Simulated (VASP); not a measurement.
A run of VASP 6.6.1 is set up as follows.

The input POSCAR:

```
Sn
1.0
   -1.8380984989      1.9017896396      1.8509270541
    1.8380984989     -1.9017896396      1.8509270541
    1.8380984989      1.9017896396     -1.8509270541
Sn
1
Direct
    0.0000000000      0.0000000000      0.0000000000
```

File INCAR.step1:

```
PREC = Accurate
ENCUT = 400
EDIFF = 1E-5
ISMEAR = -1
SIGMA = 0.05
LREAL = False
LASPH = True
NELM = 120
ALGO = Normal
ISIF = 2
LWAVE = True
LCHARG = False
GGA = PE
NBANDS = 13
GGA_COMPAT = False
```

File INCAR.step2:

```
PREC = Accurate
ENCUT = 400
EDIFF = 1E-6
ISMEAR = -1
SIGMA = 0.05
LREAL = False
LASPH = True
NELM = 120
ALGO = Normal
ISIF = 2
LWAVE = False
LCHARG = False
GGA = PS
LHFCALC = True
AEXX = 0.25
PRECFOCK = Normal
ISTART = 1
NBANDS = 13
GGA_COMPAT = False
```

Contents of KPOINTS:

```
regular mesh
0
Gamma
  6 6 6
```

Potentials or basis: VASP PAW PBE potentials, release 64 (Sn_d).

Command:

```bash
$ cat potpaw_PBE.64/Sn_d/POTCAR > POTCAR
$ cp INCAR.step1 INCAR
$ mpirun -np 1 vasp_std > vasp.out
$ cp INCAR.step2 INCAR
$ mpirun -np 1 vasp_std > vasp.out
```

(1) Estimate the pressure.

(2) Predict the band gap on the k mesh.

## Answers

(1) -0.2 GPa.

(2) zero (bands 7 and 8 overlap by 12.89 eV).

Caveat: the k points lie up to 0.40 Å⁻¹ apart, too coarse for converged energies and pressures of a metal; the PAW data sets were made with another functional, which shifts forces and pressure a little; spin-orbit coupling is left out, which moves the levels of the heavy elements.
